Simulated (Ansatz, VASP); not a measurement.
NaF in VASP and in Ansatz

```
CELL_PARAMETERS angstrom
2.23034 2.23034 0.00000
-2.23034 2.23034 0.00000
0.00000 2.23034 2.23034
ATOMIC_POSITIONS crystal
Na 0.00000 0.00000 0.00000
F 0.50000 0.50000 0.00000
```

Alike in both runs: task single point; functional PBEsol; k mesh 8 × 8 × 8; no spin polarisation.

```csv
,VASP,Ansatz
version,VASP 6.6.1,Ansatz 0.2.0
potentials or method,"VASP PAW PBE potentials, release 64 (Na_pv, F), cutoff 520 eV","all-electron LAPW, scalar-relativistic"
occupations,"gaussian, width 0.01 eV",fixed
```

```tsv
	VASP	Ansatz	Ansatz less VASP
gap on the k mesh at the Fermi level (eV)	6.80	6.81	+0.012
pressure (GPa)	7.1	7.0	-0.08
```

VASP's potentials were made for PBE, not for PBEsol. Ansatz ran all-electron here, and VASP with PAW potentials.
